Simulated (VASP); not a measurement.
# Rh (P6_3/mmc) in VASP: relaxation of cell and atoms with PBE

Aim: the relaxation of cell and atoms of Rh with PBE.

All numbers are computed with VASP 6.6.1; they aren't measurements. Logs are shortened: lines on timing, memory, paths and dates and some standing lists are left out, and cuts for length are marked.

## (1) The cell of the first run

The structure is hexagonal, space group P6_3/mmc (No. 194). Conventional cell: a = 2.716 Å, b = 2.716 Å, c = 4.399 Å, α = 90.00°, β = 90.00°, γ = 120.00°. Rh (site symmetry -6m2) has 12 Rh at 2.70 to 2.72 Å within 3.6 Å.

This isn't the form of Rh at room conditions, which is fcc.

## (2) Relaxation of cell and atoms, PBE, non-collinear spin, zero start, spin-orbit coupling

INCAR reads:

```
ALGO = Normal
EDIFF = 1E-7
EDIFFG = -0.005
ENCUT = 500
GGA = PE
GGA_COMPAT = F
IBRION = 2
ISIF = 3
ISMEAR = -1
KPAR = 4
LASPH = T
LCHARG = F
LMAXMIX = 4
LORBIT = 11
LORBMOM = T
LREAL = F
LSORBIT = T
LWAVE = F
MAGMOM = 0 0 0 0 0 0
NELM = 200
NELMIN = 4
NSW = 60
PREC = Accurate
SIGMA = 0.05
```

KPOINTS reads:

```
k-points
0
Gamma
  17 17 10
```

POSCAR reads:

```
Rh
1.0
    2.7157318845      0.0000000000      0.0000000000
   -1.3578659422      2.3518928018      0.0000000000
    0.0000000000      0.0000000000      4.3994856529
Rh
2
Direct
    0.3333333333      0.6666666667      0.2500000000
    0.6666666667      0.3333333333      0.7500000000
```

Potentials or basis: VASP PAW PBE potentials, release 64 (Rh_pv).

Started as:

```sh
cat potpaw_PBE.64/Rh_pv/POTCAR > POTCAR
mpirun -np 4 vasp_ncl > vasp.out
```

OUTCAR:

```text
EDIFF = 1E-7
   EDIFFG = -0.005
   ENCUT = 500
   GGA = PE
   IBRION = 2
   ISIF = 3
   ISMEAR = -1
   LASPH = T
   LORBIT = 11
   LREAL = F
   LSORBIT = T
   NELM = 200
   NELMIN = 4
   NSW = 60
   PREC = Accurate

 ion  position               nearest neighbor table
   1  0.333  0.667  0.250-   2 2.70   2 2.70   2 2.70   2 2.70   2 2.70   2 2.70
   2  0.667  0.333  0.750-   1 2.70   1 2.70   1 2.70   1 2.70   1 2.70   1 2.70

  LATTYP: Found a hexagonal cell.
 ALAT       =     2.7157318845
 C/A-ratio  =     1.6200000000

  Lattice vectors:

 A1 = (   2.7157318845,   0.0000000000,   0.0000000000)
 A2 = (  -1.3578659422,   2.3518928018,   0.0000000000)
 A3 = (   0.0000000000,   0.0000000000,   4.3994856529)

Analysis of symmetry for initial positions (statically):
=====================================================================
 Subroutine PRICEL returns:
 Original cell was already a primitive cell.

 Routine SETGRP: Setting up the symmetry group for a
 hexagonal supercell.

 Subroutine GETGRP returns: Found 24 space group operations
 (whereof 12 operations were pure point group operations)
 out of a pool of 24 trial point group operations.

The static configuration has the point symmetry D_3d.
 The point group associated with its full space group is D_6h.

Analysis of symmetry for dynamics (positions and initial velocities):
=====================================================================
 Subroutine PRICEL returns:
 Original cell was already a primitive cell.

 Routine SETGRP: Setting up the symmetry group for a
 hexagonal supercell.

 Subroutine GETGRP returns: Found 24 space group operations
 (whereof 12 operations were pure point group operations)
 out of a pool of 24 trial point group operations.

The dynamic configuration has the point symmetry D_3d.
 The point group associated with its full space group is D_6h.

Analysis of structural, dynamic, and magnetic symmetry:
=====================================================================
 Subroutine PRICEL returns:
 Original cell was already a primitive cell.

 Routine SETGRP: Setting up the symmetry group for a
 hexagonal supercell.

 Subroutine GETGRP returns: Found 24 space group operations
 (whereof 12 operations were pure point group operations)
 out of a pool of 24 trial point group operations.

The overall configuration has the point symmetry D_3d.
 The point group associated with its full space group is D_6h.

[... 1279 lines left out ...]
  Total       -0.0017843     -0.0017843     -0.0045244     -0.0000000      0.0000000      0.0000000
  in kB       -0.1011810     -0.1011810     -0.2565593     -0.0000000      0.0000000      0.0000000
  external PRESSURE =      -0.1529737 kB  Pullay stress =       0.0000000 kB
[... 17 lines left out ...]
  FREE ENERGIE OF THE ION-ELECTRON SYSTEM (eV)
  ---------------------------------------------------
  free  energy   TOTEN  =       -14.7658459041 eV

  energy  without entropy=      -14.7375048237  energy(sigma->0) =      -14.75167536

 reached required accuracy - stopping structural energy minimisation

 orbital moment (x)

 # of ion     p       d       tot
 ----------------------------------------
  1         0.000   0.000   0.000
  2         0.000   0.000   0.000
 ----------------------------------------
            0.000   0.000   0.000

 orbital moment (y)

 # of ion     p       d       tot
 ----------------------------------------
  1        -0.000   0.000   0.000
  2        -0.000  -0.000  -0.000
 ----------------------------------------
           -0.000   0.000   0.000

 orbital moment (z)

 # of ion     p       d       tot
 ----------------------------------------
  1         0.000   0.000   0.000
  2         0.000   0.000   0.000
 ----------------------------------------
            0.000   0.000   0.000

 Spin-Orbit-Coupling matrix elements

 Ion:    1  E_soc:     -0.3114000
 l=   1
     0.0000000    -0.0412999    -0.0413464
    -0.0412999     0.0000000    -0.0412999
    -0.0413464    -0.0412999     0.0000000
 l=   2
     0.0000000    -0.0022170     0.0000000    -0.0022170    -0.0084788
    -0.0022170     0.0000000    -0.0061100    -0.0021869    -0.0022170
     0.0000000    -0.0061100     0.0000000    -0.0061100     0.0000000
    -0.0022170    -0.0021869    -0.0061100     0.0000000    -0.0022170
    -0.0084788    -0.0022170     0.0000000    -0.0022170     0.0000000
 l=   3
     0.0000000     0.0000000     0.0000000     0.0000000     0.0000000     0.0000000     0.0000000
     0.0000000     0.0000000     0.0000000     0.0000000     0.0000000     0.0000000     0.0000000
     0.0000000     0.0000000     0.0000000     0.0000000     0.0000000     0.0000000     0.0000000
     0.0000000     0.0000000     0.0000000     0.0000000     0.0000000     0.0000000     0.0000000
     0.0000000     0.0000000     0.0000000     0.0000000     0.0000000     0.0000000     0.0000000
     0.0000000     0.0000000     0.0000000     0.0000000     0.0000000     0.0000000     0.0000000
     0.0000000     0.0000000     0.0000000     0.0000000     0.0000000     0.0000000     0.0000000

 Ion:    2  E_soc:     -0.3114000
 l=   1
     0.0000000    -0.0412999    -0.0413464
    -0.0412999     0.0000000    -0.0412999
    -0.0413464    -0.0412999     0.0000000
 l=   2
     0.0000000    -0.0022170     0.0000000    -0.0022170    -0.0084788
    -0.0022170     0.0000000    -0.0061100    -0.0021869    -0.0022170
     0.0000000    -0.0061100     0.0000000    -0.0061100     0.0000000
    -0.0022170    -0.0021869    -0.0061100     0.0000000    -0.0022170
    -0.0084788    -0.0022170     0.0000000    -0.0022170     0.0000000
 l=   3
     0.0000000     0.0000000     0.0000000     0.0000000     0.0000000     0.0000000     0.0000000
     0.0000000     0.0000000     0.0000000     0.0000000     0.0000000     0.0000000     0.0000000
     0.0000000     0.0000000     0.0000000     0.0000000     0.0000000     0.0000000     0.0000000
     0.0000000     0.0000000     0.0000000     0.0000000     0.0000000     0.0000000     0.0000000
     0.0000000     0.0000000     0.0000000     0.0000000     0.0000000     0.0000000     0.0000000
     0.0000000     0.0000000     0.0000000     0.0000000     0.0000000     0.0000000     0.0000000
     0.0000000     0.0000000     0.0000000     0.0000000     0.0000000     0.0000000     0.0000000

 total charge

# of ion       s       p       d       tot
------------------------------------------
    1        0.398   6.287   7.059  13.744
    2        0.398   6.287   7.059  13.744
--------------------------------------------------
tot          0.796  12.574  14.118  27.488

 magnetization (x)

# of ion       s       p       d       tot
------------------------------------------
    1        0.000   0.000   0.000   0.000
    2        0.000   0.000   0.000   0.000
--------------------------------------------------
tot          0.000   0.000   0.000   0.000

 magnetization (y)

# of ion       s       p       d       tot
------------------------------------------
    1       -0.000   0.000   0.000   0.000
    2       -0.000  -0.000   0.000   0.000
--------------------------------------------------
tot         -0.000   0.000   0.000   0.000

 magnetization (z)

# of ion       s       p       d       tot
------------------------------------------
    1        0.000   0.000   0.000   0.000
    2        0.000   0.000   0.000   0.000
--------------------------------------------------
tot          0.000   0.000   0.000   0.000
```

CONTCAR:

```text
Rh
   1.00000000000000
     2.7253765103321324    0.0000000000002055   -0.0000000000000000
    -1.3626882551157109    2.3602452927800468    0.0000000000000000
    -0.0000000000000000   -0.0000000000000000    4.3923355122430019
  Rh
     2
Direct
     0.3333333332999970    0.6666666667000030    0.2500000000000000
     0.6666666667000030    0.3333333332999970    0.7500000000000000

  0.00000000E+00  0.00000000E+00  0.00000000E+00
  0.00000000E+00  0.00000000E+00  0.00000000E+00
```

Wall time 5 min (4 MPI ranks of Oxide Virtual Turin-like, shared host); peak memory 0.37 GiB.

What came out:

```yaml
Free_energy: -14.7658 eV
Relaxed_volume: 14.13 Å³/atom
Relaxed_cell: a = 2.725 Å, b = 2.725 Å, c = 4.392 Å, α = 90.00°, β = 90.00°, γ = 120.00°
Space_group_after_relaxing_to_0.1_Å: P6_3/mmc (No. 194)
Energy_gained_by_relaxing: 0.5 meV/atom
Ionic_steps: 4
Pressure_after_relaxing: 0.0 GPa
Net_moment: 0.00 μB per cell
Valence_electrons_inside_the_program's_atomic_spheres: Rh 13.74
```

Step by step:
```
step  energy change (eV)  largest force (eV/Å)  pressure (GPa)  volume (Å³)
   1              0.0000                0.0000            1.37        28.10
   2              0.0021                0.0000           -2.90        28.59
   3             -0.0008                0.0000           -0.16        28.27
   4             -0.0010                0.0000           -0.02        28.25
```

Final structure:
```
CELL_PARAMETERS angstrom
2.72538 0.00000 0.00000
-1.36269 2.36025 0.00000
0.00000 0.00000 4.39234
ATOMIC_POSITIONS crystal
Rh 0.33333 0.66667 0.25000
Rh 0.66667 0.33333 0.75000
```

Moments on the atoms (μB; x, y, z):
```
Rh  0.00 0.00 0.00
Rh  0.00 0.00 0.00
```
